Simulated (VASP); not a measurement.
# Co (P6_3/mmc) in VASP: further runs, part 3 of 3

VASP 6.6.1. The steps go on from the part before.

## 6. Single point, PBEsol, collinear spin, ferromagnetic start

This run uses another cell than the first one, of 9.50 Å³/atom, 1.108 times its volume.

INCAR reads:

```
PREC = Accurate
ENCUT = 520
EDIFF = 1E-6
ISMEAR = 0
SIGMA = 0.15
LREAL = F
LASPH = T
NELM = 150
ALGO = Fast
ISIF = 2
LWAVE = F
LCHARG = F
ISPIN = 2
MAGMOM = 1.79 1.79
LORBIT = 11
LMAXMIX = 4
GGA = PS
NBANDS = 20
```

KPOINTS reads:

```
Automatic mesh
0
Gamma
  21 21 12
```

POSCAR reads:

```
Co
1.0
    2.3327000000      0.0000000000      0.0000000000
   -1.1663500000      2.0201774594      0.0000000000
    0.0000000000      0.0000000000      4.0335000000
Co
2
Direct
    0.3333333333      0.6666666667      0.2500000000
    0.6666666667      0.3333333333      0.7500000000
```

Potentials or basis: VASP PAW PBE potentials, release 64 (Co).

On the command line:

```console
$ cat potpaw_PBE.64/Co/POTCAR > POTCAR
$ mpirun -np 1 vasp_std > vasp.out
```

Run time: 1.8 min. Hardware: 1 thread of Intel Xeon 6975P-C (Granite Rapids), shared host; peak memory 0.28 GiB.

The run converged. Its results:

- Free energy: -15.2797 eV
- Pressure: 26.6 GPa
- Net moment: 3.04 μB per cell
- Site moments: Co +1.51 μB
- Valence electrons inside the program's atomic spheres: Co 8.57

Stress tensor (GPa, compression positive):
```
36.90  0.00  0.00
 0.00 36.90  0.00
 0.00  0.00  5.90
```

Levels at points of the mesh, in eV from the Fermi level:
Spin up:
```tsv
k point	band 8	band 9	band 10	band 11	band 12	band 13
(0.00, 0.00, 0.00)	-1.71	-1.71	-1.03	-0.64	-0.64	6.57
(0.00, 0.00, 0.50)	-2.77	-1.00	-1.00	-1.00	-1.00	14.76
```
Spin down:
```tsv
k point	band 3	band 4	band 5	band 6	band 7	band 8	band 9	band 10	band 11	band 12
(0.00, 0.00, 0.00)	-1.76	-1.25	-1.25	-0.96	-0.91	-0.91	0.01	0.01	1.17	1.17
(0.00, 0.00, 0.50)	-2.26	-2.26	-1.25	-1.25	-1.25	-1.25	0.78	0.78	0.78	0.78
```

Caveat: the PAW data sets were made with another functional, which shifts forces and pressure a little.

## 7. Single point, PBEsol, collinear spin, ferromagnetic start

This run uses another cell than the first one, of 9.52 Å³/atom, 1.109 times its volume.

INCAR reads:

```
PREC     = Accurate       # precision mode
ENCUT    = 520            # plane-wave cutoff, eV
EDIFF    = 1E-6           # SCF threshold, eV
ISMEAR   = 0              # smearing method
SIGMA    = 0.15           # smearing width, eV
LREAL    = False          # projectors in reciprocal space
LASPH    = True           # aspherical terms in the spheres
NELM     = 150            # most SCF steps
ALGO     = Fast           # electronic algorithm
ISIF     = 2              # what is computed and relaxed
LWAVE    = False          # write WAVECAR
LCHARG   = False          # write CHGCAR
ISPIN    = 2              # spin polarisation
MAGMOM   = 1.79 1.79      # initial moments
LORBIT   = 11             # projections on sites
LMAXMIX  = 4              # l up to which the mixer works
GGA      = PS             # functional
NBANDS   = 20             # bands
```

KPOINTS reads:

```
regular mesh
0
Gamma
  21 21 12
```

POSCAR reads:

```
Co
1.0
    2.4146000000      0.0000000000      0.0000000000
   -1.2073000000      2.0911049400      0.0000000000
    0.0000000000      0.0000000000      3.7690000000
Co
2
Direct
    0.3333333333      0.6666666667      0.2500000000
    0.6666666667      0.3333333333      0.7500000000
```

Potentials or basis: VASP PAW PBE potentials, release 64 (Co).

On the command line:

```console
$ cat potpaw_PBE.64/Co/POTCAR > POTCAR
$ mpirun -np 1 vasp_std > vasp.out
```

OUTCAR:

```text
PREC = Accurate
   ENCUT = 520
   EDIFF = 1E-6
   ISMEAR = 0
   LREAL = False
   LASPH = True
   NELM = 150
   ISIF = 2
   ISPIN = 2
   LORBIT = 11
   GGA = PS

 ion  position               nearest neighbor table
   1  0.333  0.667  0.250-   2 2.34   2 2.34   2 2.34   2 2.34   2 2.34   2 2.34
   2  0.667  0.333  0.750-   1 2.34   1 2.34   1 2.34   1 2.34   1 2.34   1 2.34

  LATTYP: Found a hexagonal cell.
 ALAT       =     2.4146000000
 C/A-ratio  =     1.5609210635

  Lattice vectors:

 A1 = (   2.4146000000,   0.0000000000,   0.0000000000)
 A2 = (  -1.2073000000,   2.0911049400,   0.0000000000)
 A3 = (   0.0000000000,   0.0000000000,   3.7690000000)

Analysis of symmetry for initial positions (statically):
=====================================================================
 Subroutine PRICEL returns:
 Original cell was already a primitive cell.

 Routine SETGRP: Setting up the symmetry group for a
 hexagonal supercell.

 Subroutine GETGRP returns: Found 24 space group operations
 (whereof 12 operations were pure point group operations)
 out of a pool of 24 trial point group operations.

The static configuration has the point symmetry D_3d.
 The point group associated with its full space group is D_6h.

Analysis of symmetry for dynamics (positions and initial velocities):
=====================================================================
 Subroutine PRICEL returns:
 Original cell was already a primitive cell.

 Routine SETGRP: Setting up the symmetry group for a
 hexagonal supercell.

 Subroutine GETGRP returns: Found 24 space group operations
 (whereof 12 operations were pure point group operations)
 out of a pool of 24 trial point group operations.

The dynamic configuration has the point symmetry D_3d.
 The point group associated with its full space group is D_6h.

Analysis of structural, dynamic, and magnetic symmetry:
=====================================================================
 Subroutine PRICEL returns:
 Original cell was already a primitive cell.

 Routine SETGRP: Setting up the symmetry group for a
 hexagonal supercell.

 Subroutine GETGRP returns: Found 24 space group operations
 (whereof 12 operations were pure point group operations)
 out of a pool of 24 trial point group operations.

The overall configuration has the point symmetry D_3d.
 The point group associated with its full space group is D_6h.

 Subroutine INISYM returns: Found 24 space group operations
 (whereof 12 operations are pure point group operations),
 and found     1 'primitive' translations

----------------------------------------------------------------------------------------

                                     Primitive cell

  volume of cell :      19.0304

  direct lattice vectors                    reciprocal lattice vectors
     2.414600000  0.000000000  0.000000000     0.414147271  0.239108038  0.000000000
    -1.207300000  2.091104940  0.000000000     0.000000000  0.478216077  0.000000000
     0.000000000  0.000000000  3.769000000     0.000000000  0.000000000  0.265322367

  length of vectors
     2.414600000  2.414600000  3.769000000     0.478216077  0.478216077  0.265322367

  position of ions in fractional coordinates (direct lattice)
     0.333333333  0.666666667  0.250000000
     0.666666667  0.333333333  0.750000000

  ion indices of the primitive-cell ions
   primitive index   ion index
                 1           1
                 2           2
[... 62 lines left out ...]
 SYSTEM =  unknown system
   PREC   = accura    normal or accurate (medium, high low for compatibility)
   ISTART =      0    job   : 0-new  1-cont  2-samecut
   ICHARG =      2    charge: 1-file 2-atom 10-const
   ISPIN  =      2    spin polarized calculation?
   LNONCOLLINEAR =      F non collinear calculations
   LSORBIT =      F    spin-orbit coupling
   LASPH  =      T    aspherical Exc in radial PAW
   ENCUT  =  520.0 eV  38.22 Ry    6.18 a.u.   4.49  4.49  7.01*2*pi/ulx,y,z
   NELM   =    150;   NELMIN=  2; NELMDL= -5     # of ELM steps
   EDIFF  = 0.1E-05   stopping-criterion for ELM
   LREAL  =      F    real-space projection
   EDIFFG = 0.1E-04   stopping-criterion for IOM
   NSW    =      0    number of steps for IOM
   IBRION =     -1    ionic relax: 0-MD 1-quasi-New 2-CG
   NFREE  =      0    steps in history (QN), initial steepest desc. (CG)
   ISIF   =      2    stress and relaxation
   ISYM   =      2    0-nonsym 1-usesym 2-fastsym
   POTIM  = 0.5000    time-step for ionic-motion
   TEBEG  =    0.0;   TEEND  =   0.0 temperature during run
   PSTRESS=    0.0 pullay stress
   NELECT =      18.0000    total number of electrons
   NUPDOWN=      -1.0000    fix difference up-down
   EMIN   =  10.00;   EMAX   =-10.00  energy-range for DOS
   EFERMI =   0.00;   METHOD = LEGACY
   ISMEAR =     0;   SIGMA  =   0.15  broadening in eV -4-tet -1-fermi 0-gaus
   EFERMI_NEDOS =   21; number of points for ismear=-14 and -15
   IALGO  =     68    algorithm
   IMIX   =      4    mixing-type and parameters
     AMIX     =   0.40;   BMIX     =  1.00
     AMIX_MAG =   1.60;   BMIX_MAG =  1.00
  volume/ion in A,a.u.               =       9.52        64.21
  Fermi-wavevector in a.u.,A,eV,Ry     =   1.607003  3.036795 35.136471  2.582458
  Thomas-Fermi vector in A             =   2.703101
   LORBIT       =     11    0 simple, 1 ext, 2 COOP (PROOUT), +10 PAW based schemes
   GGA     = PS    functional components
   LHFCALC =     F    Hartree Fock is set to
   AEXX    =    0.0000 exact exchange contribution
   IVDW    =     0    specifies the selected vdW correction
   LEPSILON=     F    determine dielectric tensor
   LRPA    =     F    only Hartree local field effects (RPA)
 spin polarized calculation
 RMM-DIIS sequential band-by-band and
 Gauss-broadening in eV      SIGMA  =   0.15
  energy-cutoff  :      520.00
  volume of cell :       19.03
 maximum number of plane-waves:       537
 NGX is ok and might be reduce to    18
   NGX =  9   NGY =  9   NGZ = 15

 number of electron      17.9999992 magnetization       2.9737679

 Free energy of the ion-electron system (eV)
  ---------------------------------------------------
  ext. energy  EPLUGINS =         0.00000000
  ---------------------------------------------------
  free energy    TOTEN  =       -15.34804839 eV

  energy without entropy =      -15.33096798  energy(sigma->0) =      -15.33950819

 E-fermi :  12.0309     XC(G=0): -14.3723

 val. band max:       12.0306311996   @ k =   0.1905   0.0952   0.0000
 cond. band min:      12.0334354567   @ k =   0.3333   0.1905   0.4167
 fundamental gap:      0.0028042571
 Fermi energy:        12.0309194853

 spin component 1

 k-point     1 :       0.0000    0.0000    0.0000
  band No.  band energies     occupation
      1       2.2928      1.00000
      2       6.2635      1.00000
      3       9.2752      1.00000
      4       9.2752      1.00000
      5       9.4828      1.00000
      6       9.7202      1.00000
[... 541 lines left out ...]
     19      38.9280      0.00000
     20      40.6901      0.00000

 [... further k-points ...]

 spin component 2

 k-point     1 :       0.0000    0.0000    0.0000
  band No.  band energies     occupation
      1       2.3738      1.00000
      2       7.1819      1.00000
      3      10.7725      1.00000
      4      10.7725      1.00000
      5      11.0204      1.00000
      6      11.2782      1.00000
[... 541 lines left out ...]
     19      39.1797      0.00000
     20      41.1687      0.00000

 [... further k-points ...]
[... 5 lines left out ...]
  --------------------------------------------------------------------------------------
  -------------------------------------------------------------------------------------
  Total        2.3475204      2.3475204      4.0680398      0.0000000     -0.0000000      0.0000000
  in kB      197.6390650    197.6390650    342.4905668      0.0000000     -0.0000000      0.0000000
  external PRESSURE =     245.9228989 kB  Pullay stress =       0.0000000 kB

 VOLUME and BASIS-vectors are now :
 -----------------------------------------------------------------------------
  energy-cutoff  :      520.00
  volume of cell :       19.03
      direct lattice vectors                 reciprocal lattice vectors
     2.414600000  0.000000000  0.000000000     0.414147271  0.239108038  0.000000000
    -1.207300000  2.091104940  0.000000000     0.000000000  0.478216077  0.000000000
     0.000000000  0.000000000  3.769000000     0.000000000  0.000000000  0.265322367

 POSITION                                       TOTAL-FORCE (eV/Angst)
 -----------------------------------------------------------------------------------
     -0.00000      1.39407      0.94225        -0.000000      0.000000      0.000000
      1.20730      0.69703      2.82675         0.000000     -0.000000      0.000000
 -----------------------------------------------------------------------------------
    total drift:                               -0.000000      0.000000     -0.000000

  FREE ENERGIE OF THE ION-ELECTRON SYSTEM (eV)
  ---------------------------------------------------
  free  energy   TOTEN  =       -15.3480483924 eV

  energy  without entropy=      -15.3309679813  energy(sigma->0) =      -15.33950819

 total charge

# of ion       s       p       d       tot
------------------------------------------
    1        0.549   0.651   7.367   8.567
    2        0.549   0.651   7.367   8.567
--------------------------------------------------
tot          1.097   1.301  14.735  17.133

 magnetization (x)

# of ion       s       p       d       tot
------------------------------------------
    1       -0.016  -0.053   1.548   1.479
    2       -0.016  -0.053   1.548   1.479
--------------------------------------------------
tot         -0.033  -0.105   3.095   2.958
```

Wall time 1.8 min (1 thread of Intel Xeon 6975P-C (Granite Rapids), shared host); peak memory 0.27 GiB.

Results:

* Free energy: -15.3480 eV
* Pressure: 24.6 GPa
* Net moment: 2.97 μB per cell
* Site moments: Co +1.48 μB
* Valence electrons inside the program's atomic spheres: Co 8.57

Caveat: the PAW data sets were made with another functional, which shifts forces and pressure a little.

## 8. The runs side by side

| cell | gap on the mesh (eV) | pressure (GPa) | moment (μB) |
| --- | --- | --- | --- |
| a = 2.382, b = 2.382, c = 3.491 Å, angles 90.0, 90.0, 120.0°, 2 atoms | none | 68.4 | 2.19 |
| a = 2.406, b = 2.406, c = 3.491 Å, angles 90.0, 90.0, 120.0°, 2 atoms | none | 58.9 | 2.29 |
| a = 2.333, b = 2.333, c = 3.769 Å, angles 90.0, 90.0, 120.0°, 2 atoms | none | 52.1 | 2.79 |
| a = 2.505, b = 2.505, c = 3.491 Å, angles 90.0, 90.0, 120.0°, 2 atoms | none | 28.3 | 2.55 |
| a = 2.333, b = 2.333, c = 4.034 Å, angles 90.0, 90.0, 120.0°, 2 atoms | none | 26.6 | 3.04 |
| a = 2.415, b = 2.415, c = 3.769 Å, angles 90.0, 90.0, 120.0°, 2 atoms | none | 24.6 | 2.97 |

Alike in all rows: task single point; level PBEsol; potentials or basis VASP PAW PBE potentials, release 64 (Co); spin collinear, ferromagnetic start; k mesh 21 × 21 × 12; cutoff (eV) 520; smearing gaussian 0.15 eV.

Caveats: the PAW data sets were made with another functional, which shifts forces and pressure a little.

Absolute energies hang on the potentials; compare differences alone.
